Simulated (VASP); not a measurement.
BaHfO3, 5 atoms in the cell. It takes space group P4/mmm (No. 123, tetragonal). Conventional cell: a = 4.010 Å, b = 4.010 Å, c = 4.273 Å, α = 90.00°, β = 90.00°, γ = 90.00°. Within 3.7 Å of Ba (site symmetry 4/mmm) lie 12 O at 2.84 to 2.93 Å and 8 Hf at 3.55 Å. Hf (site symmetry 4/mmm) has 6 O at 2.01 to 2.14 Å within 2.7 Å. Within 2.7 Å of O (site symmetry mmm) lie 2 Hf at 2.01 Å. O (site symmetry 4/mmm) has 2 Hf at 2.14 Å within 2.8 Å.  This cell differs from its parent crystal: biaxial strain in the a-b plane: -4.0 %, then relaxed in part.

- Program: VASP 6.6.1
- Task: single point
- Functional: r2SCAN
- Potentials or basis: VASP PAW PBE potentials, release 64 (Ba_sv, Hf_pv, O)
- Cutoff: 520 eV
- k mesh: 6 × 6 × 6
- Occupations: gaussian, width 0.02 eV
- Spin: no spin polarisation
- Dipole correction: no
- Further INCAR settings: ALGO = Normal; EDIFF = 1e-06; NBANDS = 27

Potentials or basis: VASP PAW PBE potentials, release 64 (Ba_sv, Hf_pv, O).

The run is started by

```sh
$ cat potpaw_PBE.64/Ba_sv/POTCAR potpaw_PBE.64/Hf_pv/POTCAR potpaw_PBE.64/O/POTCAR > POTCAR
$ cp INCAR.step1 INCAR
$ mpirun -np 1 vasp_std > vasp.out
$ cp INCAR.step2 INCAR
$ mpirun -np 1 vasp_std > vasp.out
```

Hardware: 1 thread of Intel(R) Xeon(R) Platinum 8375C CPU @ 2.90GHz (Ice Lake), on a shared host.

Question: How long does it take, and how much memory?

Answer: Wall time 3 min on 1 thread of Intel(R) Xeon(R) Platinum 8375C CPU @ 2.90GHz (Ice Lake) (shared host), peak memory 0.23 GiB. Counts: k points 40.
